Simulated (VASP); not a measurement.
Input of a VASP 6.6.1 run:

File INCAR:

```
PREC = Accurate ; ENCUT = 600
EDIFF = 1E-6 ; ISMEAR = 1
SIGMA = 0.1 ; LREAL = F
LASPH = T ; NELM = 120
ALGO = Normal ; ISIF = 2
LWAVE = F ; LCHARG = F
GGA = PS ; NBANDS = 16
GGA_COMPAT = F
```

File KPOINTS:

```
Automatic mesh
0
Gamma
  4 4 4
```

Contents of POSCAR:

```
Mg2Sn
1.0
    0.0000000000      3.3801536934      3.3801536934
    3.3801536934      0.0000000000      3.3801536934
    3.3801536934      3.3801536934      0.0000000000
Mg Sn
2 1
Direct
    0.2500000000      0.2500000000      0.2500000000
    0.7500000000      0.7500000000      0.7500000000
    0.0000000000      0.0000000000      0.0000000000
```

Potentials or basis: VASP PAW PBE potentials, release 64 (Mg, Sn_d).

Command:

```console
$ cat potpaw_PBE.64/Mg/POTCAR potpaw_PBE.64/Sn_d/POTCAR > POTCAR
$ mpirun -np 1 vasp_std > vasp.out
```

Problem. What does it give for the pressure?

Solution. -0.2 GPa.

Problem. Estimate the band gap on the k mesh.

Solution. Zero (band 9 reaches 4.20 eV, above the bottom of band 10 at 4.07 eV).

Caveat: the k points lie up to 0.40 Å⁻¹ apart; the PAW data sets were made with another functional, which shifts forces and pressure a little; spin-orbit coupling is left out, which moves the levels of the heavy elements.
